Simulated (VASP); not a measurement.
Write the native input for VASP 6.6.1 that does the following.

| Property | Result |
| --- | --- |
| Task | single point |
| Functional | r2SCAN |
| Potentials or basis | VASP PAW PBE potentials, release 64 (Al, Ga_d, N) |
| Cutoff | 520 eV |
| k mesh | 6 × 6 × 6 |
| Occupations | gaussian, width 0.05 eV |
| Spin | no spin polarisation |
| Dipole correction | no |
| Further INCAR settings | ALGO = Normal; EDIFF = 1e-06; NBANDS = 41 |

Crystal: AlGa3N4.

```xyz
8
Lattice="4.5770 0.0000 0.0000 0.0000 4.5770 0.0000 0.0000 0.0000 4.6886" Properties=species:S:1:pos:R:3 pbc="T T T"
Al    0.0000    0.0000    0.0000
Ga    2.2885    2.2885    0.0000
Ga    2.2885    0.0000    2.3443
Ga    0.0000    2.2885    2.3443
N     3.4572    3.4572    1.1471
N     3.4572    1.1198    3.5415
N     1.1198    3.4572    3.5415
N     1.1198    1.1198    1.1471
```

This cell differs from its parent crystal: strain +0.025 along x and y, +0.050 along z.

These files were run (other wordings do the same):

POSCAR

```
AlGa3N4
1.0
    4.5769780635      0.0000000000      0.0000000000
    0.0000000000      4.5769780635      0.0000000000
    0.0000000000      0.0000000000      4.6886116748
Al Ga N
1 3 4
Direct
    0.0000000000      0.0000000000      0.0000000000
    0.5000000000      0.5000000000      0.0000000000
    0.5000000000      0.0000000000      0.5000000000
    0.0000000000      0.5000000000      0.5000000000
    0.7553510553      0.7553510553      0.2446489447
    0.7553510553      0.2446489447      0.7553510553
    0.2446489447      0.7553510553      0.7553510553
    0.2446489447      0.2446489447      0.2446489447
```

INCAR.step1

```
SYSTEM = AlGa3N4
  ALGO = Normal
  EDIFF = 1E-4
  ENCUT = 520
  GGA = PE
  ISMEAR = 0
  LASPH = .TRUE.
  LCHARG = .FALSE.
  LREAL = .FALSE.
  LWAVE = .TRUE.
  NBANDS = 41
  NELM = 80
  PREC = Accurate
  SIGMA = 0.05
```

INCAR.step2

```
SYSTEM = AlGa3N4
  ALGO = Normal
  EDIFF = 1E-6
  ENCUT = 520
  ISIF = 2
  ISMEAR = 0
  ISTART = 1
  LASPH = .TRUE.
  LCHARG = .FALSE.
  LMIXTAU = .TRUE.
  LREAL = .FALSE.
  LWAVE = .FALSE.
  METAGGA = R2SCAN
  NBANDS = 41
  NELM = 80
  PREC = Accurate
  SIGMA = 0.05
```

KPOINTS

```
k-points
0
G
  6 6 6
  0 0 0
```

Potentials or basis: VASP PAW PBE potentials, release 64 (Al, Ga_d, N).

Launch:

```console
$ cat potpaw_PBE.64/Al/POTCAR potpaw_PBE.64/Ga_d/POTCAR potpaw_PBE.64/N/POTCAR > POTCAR
$ cp INCAR.step1 INCAR
$ mpirun -np 1 vasp_std > vasp.out
$ cp INCAR.step2 INCAR
$ mpirun -np 1 vasp_std > vasp.out
```

Results of the run:

* Pressure: -15.5 GPa
* Largest force: 0.069 eV/Å
* Band gap on the k mesh: 2.07 eV, direct

Caveat: the cell differs from its parent crystal (strain +0.025 along x and y, +0.050 along z); the PAW data sets were made with another functional, which shifts forces and pressure a little.

Wall time 6.9 min on 1 thread of Intel Xeon 6975P-C (shared host), peak memory 0.3 GiB.
